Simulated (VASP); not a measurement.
# CsH (I4mm) in VASP: a series of runs

Runs on CsH. Level: r2SCAN. Tasks: electric field gradients.

Program: VASP 6.6.1. These are calculated values, not measurements. Logs are shortened: lines on timing, memory, paths and dates and some standing lists are left out, and cuts for length are marked.

## (1) The cell of the first run

The structure is tetragonal, space group I4mm (No. 107). The conventional cell has a = 4.513 Å, b = 4.513 Å, c = 6.383 Å, α = 90.00°, β = 90.00°, γ = 90.00°. Within 4.2 Å of Cs (site symmetry 4mm) lie 6 H at 3.16 to 3.22 Å. Within 4.2 Å of H (site symmetry 4mm) lie 6 Cs at 3.16 to 3.22 Å.

## (2) Electric field gradients, r2SCAN (0.0, 0.0] A)

Input file POSCAR:

```
CsH
1.0
    0.0000000000      3.1912544200      3.1912544200
    3.1912544200      0.0000000000      3.1912544200
    3.1912544200      3.1912544200      0.0000000000
Cs H
1 1
Direct
   -0.0047003460      0.0047003460      0.0047003460
    0.5000000000      0.5000000000      0.5000000000
```

Input file INCAR.step1:

```
SYSTEM = CsH
ALGO     = Normal         ! electronic algorithm
EDIFF    = 1E-4           ! SCF threshold, eV
ENCUT    = 520            ! plane-wave cutoff, eV
GGA      = PE             ! functional
ISMEAR   = -1             ! smearing method
LASPH    = .True.         ! aspherical terms in the spheres
LCHARG   = .False.        ! write CHGCAR
LREAL    = .False.        ! projectors in reciprocal space
LWAVE    = .True.         ! write WAVECAR
NBANDS   = 12             ! bands
NELM     = 60             ! most SCF steps
PREC     = Accurate       ! precision mode
SIGMA    = 0.02           ! smearing width, eV
```

Input file INCAR.step2:

```
SYSTEM = CsH
ALGO     = Normal         ! electronic algorithm
EDIFF    = 1E-8           ! SCF threshold, eV
ENCUT    = 520            ! plane-wave cutoff, eV
ISIF     = 2              ! what is computed and relaxed
ISMEAR   = -1             ! smearing method
ISTART   = 1            
LASPH    = .True.         ! aspherical terms in the spheres
LCHARG   = .False.        ! write CHGCAR
LEFG     = .True.       
LMIXTAU  = .True.       
LREAL    = .False.        ! projectors in reciprocal space
LWAVE    = .False.        ! write WAVECAR
METAGGA  = R2SCAN         ! meta-GGA
NBANDS   = 12             ! bands
NELM     = 60             ! most SCF steps
PREC     = Accurate       ! precision mode
SIGMA    = 0.02           ! smearing width, eV
```

Input file KPOINTS:

```
k-points
0
Gamma
  7 7 7
  0 0 0
```

Potentials or basis: VASP PAW PBE potentials, release 64 (Cs_sv, H).

The run is started by

```console
$ cat potpaw_PBE.64/Cs_sv/POTCAR potpaw_PBE.64/H/POTCAR > POTCAR
$ cp INCAR.step1 INCAR
$ mpirun -np 1 vasp_std > vasp.out
$ cp INCAR.step2 INCAR
$ mpirun -np 1 vasp_std > vasp.out
```

OUTCAR:

```text
SYSTEM = CsH
   EDIFF = 1E-8
   ENCUT = 520
   ISIF = 2
   ISMEAR = -1
   ISTART = 1
   LASPH = .True.
   LREAL = .False.
   METAGGA = R2SCAN
   NELM = 60
   PREC = Accurate

 ion  position               nearest neighbor table
   1  0.995  0.005  0.005-
   2  0.500  0.500  0.500-

  LATTYP: Found a face centered cubic cell.
 ALAT       =     6.3825088400

  Lattice vectors:

 A1 = (   0.0000000000,   3.1912544200,   3.1912544200)
 A2 = (   3.1912544200,   0.0000000000,   3.1912544200)
 A3 = (   3.1912544200,   3.1912544200,   0.0000000000)

Analysis of symmetry for initial positions (statically):
=====================================================================
 Subroutine PRICEL returns:
 Original cell was already a primitive cell.

 Routine SETGRP: Setting up the symmetry group for a
 face centered cubic supercell.

 Subroutine GETGRP returns: Found  8 space group operations
 (whereof  8 operations were pure point group operations)
 out of a pool of 48 trial point group operations.

The static configuration has the point symmetry C_4v.

Analysis of symmetry for dynamics (positions and initial velocities):
=====================================================================
 Subroutine PRICEL returns:
 Original cell was already a primitive cell.

 Routine SETGRP: Setting up the symmetry group for a
 face centered cubic supercell.

 Subroutine GETGRP returns: Found  8 space group operations
 (whereof  8 operations were pure point group operations)
 out of a pool of 48 trial point group operations.

The dynamic configuration has the point symmetry C_4v.

 Subroutine INISYM returns: Found  8 space group operations
 (whereof  8 operations are pure point group operations),
 and found     1 'primitive' translations

----------------------------------------------------------------------------------------

                                     Primitive cell

  volume of cell :      65.0001

  direct lattice vectors                    reciprocal lattice vectors
     0.000000000  3.191254420  3.191254420    -0.156678201  0.156678201  0.156678201
     3.191254420  0.000000000  3.191254420     0.156678201 -0.156678201  0.156678201
     3.191254420  3.191254420  0.000000000     0.156678201  0.156678201 -0.156678201

  length of vectors
     4.513115282  4.513115282  4.513115282     0.271374604  0.271374604  0.271374604

  position of ions in fractional coordinates (direct lattice)
     0.995299654  0.004700346  0.004700346
     0.500000000  0.500000000  0.500000000

  ion indices of the primitive-cell ions
   primitive index   ion index
                 1           1
                 2           2

----------------------------------------------------------------------------------------

 KPOINTS: k-points

Automatic generation of k-mesh.
 Grid dimensions read from file:
 generate k-points for:    7    7    7

 Generating k-lattice:

  Cartesian coordinates                     Fractional coordinates (reciprocal lattice)
    -0.022382600  0.022382600  0.022382600     0.142857143  0.000000000  0.000000000
     0.022382600 -0.022382600  0.022382600     0.000000000  0.142857143  0.000000000
     0.022382600  0.022382600 -0.022382600     0.000000000  0.000000000  0.142857143

  Length of vectors
     0.038767801  0.038767801  0.038767801

  Shift w.r.t. Gamma in fractional coordinates (k-lattice)
     0.000000000  0.000000000  0.000000000

 Subroutine IBZKPT returns following result:
 ===========================================

 Found     40 irreducible k-points:

 Following reciprocal coordinates:
            Coordinates               Weight
  0.000000  0.000000  0.000000      1.000000
  0.142857  0.000000  0.000000      8.000000
  0.285714  0.000000  0.000000      8.000000
  0.428571  0.000000  0.000000      8.000000
  0.142857  0.142857  0.000000      4.000000
  0.000000  0.142857  0.142857      2.000000
[... 16 lines left out ...]
 -0.285714  0.285714  0.000000      8.000000
  0.000000 -0.285714  0.285714      4.000000
 [... further k-points ...]
   k-points           NKPTS =     40   k-points in BZ     NKDIM =     40   number of bands    NBANDS=     12
   number of dos      NEDOS =    301   number of ions     NIONS =      2
   total plane-waves  NPLWV =  46656
   dimension x,y,z NGX =    36 NGY =   36 NGZ =   36
   dimension x,y,z NGXF=    72 NGYF=   72 NGZF=   72
   ions per type =               1   1
   NGX,Y,Z   is equivalent  to a cutoff of  13.26, 13.26, 13.26 a.u.
   NGXF,Y,Z  is equivalent  to a cutoff of  26.52, 26.52, 26.52 a.u.
 SYSTEM =  CsH
   PREC   = accura    normal or accurate (medium, high low for compatibility)
   ISTART =      1    job   : 0-new  1-cont  2-samecut
   ICHARG =      0    charge: 1-file 2-atom 10-const
   ISPIN  =      1    spin polarized calculation?
   LNONCOLLINEAR =      F non collinear calculations
   LSORBIT =      F    spin-orbit coupling
   LASPH  =      T    aspherical Exc in radial PAW
   ENCUT  =  520.0 eV  38.22 Ry    6.18 a.u.   8.39  8.39  8.39*2*pi/ulx,y,z
   NELM   =     60;   NELMIN=  2; NELMDL=  0     # of ELM steps
   EDIFF  = 0.1E-07   stopping-criterion for ELM
   LREAL  =      F    real-space projection
   EDIFFG = 0.1E-06   stopping-criterion for IOM
   NSW    =      0    number of steps for IOM
   IBRION =     -1    ionic relax: 0-MD 1-quasi-New 2-CG
   NFREE  =      0    steps in history (QN), initial steepest desc. (CG)
   ISIF   =      2    stress and relaxation
   ISYM   =      2    0-nonsym 1-usesym 2-fastsym
   POTIM  = 0.5000    time-step for ionic-motion
   TEBEG  =    0.0;   TEEND  =   0.0 temperature during run
   PSTRESS=    0.0 pullay stress
   NELECT =      10.0000    total number of electrons
   NUPDOWN=      -1.0000    fix difference up-down
   EMIN   =  10.00;   EMAX   =-10.00  energy-range for DOS
   EFERMI =   0.00;   METHOD = LEGACY
   ISMEAR =    -1;   SIGMA  =   0.02  broadening in eV -4-tet -1-fermi 0-gaus
   EFERMI_NEDOS =   21; number of points for ismear=-14 and -15
   IALGO  =     38    algorithm
   IMIX   =      4    mixing-type and parameters
     AMIX     =   0.40;   BMIX     =  1.00
     AMIX_MAG =   1.60;   BMIX_MAG =  1.00
  volume/ion in A,a.u.               =      32.50       219.32
  Fermi-wavevector in a.u.,A,eV,Ry     =   0.877210  1.657686 10.469639  0.769497
  Thomas-Fermi vector in A             =   1.997127
   LORBIT       =      0    0 simple, 1 ext, 2 COOP (PROOUT), +10 PAW based schemes
   METAGGA = R2SCAN    functional components
   LHFCALC =     F    Hartree Fock is set to
   AEXX    =    0.0000 exact exchange contribution
   IVDW    =     0    specifies the selected vdW correction
   LEPSILON=     F    determine dielectric tensor
   LRPA    =     F    only Hartree local field effects (RPA)
 non-spin polarized calculation
  energy-cutoff  :      520.00
  volume of cell :       65.00
 maximum number of plane-waves:      1807
 NGX is ok and might be reduce to    36
   NGX = 17   NGY = 17   NGZ = 17

 number of electron      10.0000001 magnetization

 Free energy of the ion-electron system (eV)
  ---------------------------------------------------
  ext. energy  EPLUGINS =         0.00000000
  ---------------------------------------------------
  free energy    TOTEN  =       -28.98860378 eV

  energy without entropy =      -28.98860378  energy(sigma->0) =      -28.98860378

 E-fermi :   0.2126     XC(G=0):  -7.5452

 val. band max:       -0.2256691901   @ k =   0.4286   0.0000   0.0000
 cond. band min:       2.6767285268   @ k =   0.4286   0.0000   0.0000
 fundamental gap:      2.9023977169
 Fermi energy:         0.2126144468

 k-point     1 :       0.0000    0.0000    0.0000
  band No.  band energies     occupation
      1     -22.1988      2.00000
      2      -8.2873      2.00000
      3      -8.2873      2.00000
      4      -8.2872      2.00000
      5      -1.7708      2.00000
      6       5.5624      0.00000
      7       5.5624      0.00000
      8       5.5626      0.00000
      9       6.1952      0.00000
     10       7.4656      0.00000
     11       7.4662      0.00000
     12       9.1034      0.00000
[... 331 lines left out ...]
 k-point    24 :       0.0000   -0.2857    0.2857
  band No.  band energies     occupation
      1     -22.1086      2.00000
      2      -8.8970      2.00000
      3      -8.6878      2.00000
      4      -8.4121      2.00000
      5      -0.5435      2.00000
      6       3.5630      0.00000
      7       4.5149      0.00000
      8       5.9344      0.00000
      9       7.4113      0.00000
     10       8.2786      0.00000
     11       8.8381      0.00000
     12      11.1893      0.00000

 [... further k-points ...]
[... 5 lines left out ...]
  --------------------------------------------------------------------------------------
  -------------------------------------------------------------------------------------
  Total        0.0067172      0.0027032      0.0027032     -0.0000000      0.0000000     -0.0000000
  in kB        0.1655719      0.0666308      0.0666308     -0.0000000      0.0000000     -0.0000000
  external PRESSURE =       0.0996112 kB  Pullay stress =       0.0000000 kB

 VOLUME and BASIS-vectors are now :
 -----------------------------------------------------------------------------
  energy-cutoff  :      520.00
  volume of cell :       65.00
      direct lattice vectors                 reciprocal lattice vectors
     0.000000000  3.191254420  3.191254420    -0.156678201  0.156678201  0.156678201
     3.191254420  0.000000000  3.191254420     0.156678201 -0.156678201  0.156678201
     3.191254420  3.191254420  0.000000000     0.156678201  0.156678201 -0.156678201

 POSITION                                       TOTAL-FORCE (eV/Angst)
 -----------------------------------------------------------------------------------
      0.03000      3.19125      3.19125        -0.018017      0.000000      0.000000
      3.19125      3.19125      3.19125         0.018017      0.000000      0.000000
 -----------------------------------------------------------------------------------
    total drift:                                0.000030      0.000000      0.000000

  FREE ENERGIE OF THE ION-ELECTRON SYSTEM (eV)
  ---------------------------------------------------
  free  energy   TOTEN  =       -28.9886037815 eV

  energy  without entropy=      -28.9886037815  energy(sigma->0) =      -28.98860378

 Electric field gradients (V/A^2)
---------------------------------------------------------------------
 ion       V_xx      V_yy      V_zz      V_xy      V_xz      V_yz
---------------------------------------------------------------------
   1      -0.137     0.069     0.069     0.000     0.000     0.000
   2       0.002    -0.001    -0.001     0.001     0.001     0.001
---------------------------------------------------------------------

 Electric field gradients after diagonalization (V/A^2)
 (convention: |V_zz| > |V_xx| > |V_yy|)
----------------------------------------------------------------------
 ion       V_xx      V_yy      V_zz     asymmetry (V_yy - V_xx)/ V_zz
----------------------------------------------------------------------
   1       0.069     0.068    -0.137       0.005
   2      -0.002    -0.001     0.002       0.419
----------------------------------------------------------------------

           NMR quadrupolar parameters

 Cq : quadrupolar parameter    Cq=e*Q*V_zz/h
 eta: asymmetry parameters     (V_yy - V_xx)/ V_zz
 Q  : nuclear electric quadrupole moment in mb (millibarn)
----------------------------------------------------------------------
 ion       Cq(MHz)       eta       Q (mb)
----------------------------------------------------------------------
   1      -0.000       0.005       1.000
   2       0.000       0.419       1.000
----------------------------------------------------------------------
```

It took 3.1 min on 1 thread of AMD EPYC 7R13 (Zen 3), shared host; peak memory 0.19 GiB.

Results:

```
Free energy                             : -28.9886 eV
Pressure                                : 0.0 GPa
Largest force                           : 0.018 eV/Å
Band gap on the k mesh                  : 2.90 eV
Largest electric field gradient by atom : Cs -0.14; H -0.00 V/Å²
```

Forces in eV/Å, atoms in the order of the input:
```
Cs  -0.018  0.000  0.000
H    0.018  0.000  0.000
```

Levels at points of the mesh, in eV from the valence-band top:
| k point | band 3 | band 4 | band 5 | band 6 | band 7 | band 8 |
| --- | --- | --- | --- | --- | --- | --- |
| (0.00, 0.00, 0.00) | -8.06 | -8.06 | -1.55 | 5.79 | 5.79 | 5.79 |

Caveat: the cell differs from its parent crystal (0.0, 0.0] A); without QUAD_EFG the Cq values of the log hold for a quadrupole moment of 1 mb, not for the nuclei; the PAW data sets were made with another functional, which shifts forces and pressure a little; spin-orbit coupling is left out, which moves the levels of the heavy elements; an odd mesh through Γ misses points on the zone boundary, where band edges can lie.

[end of part 1 of 2]
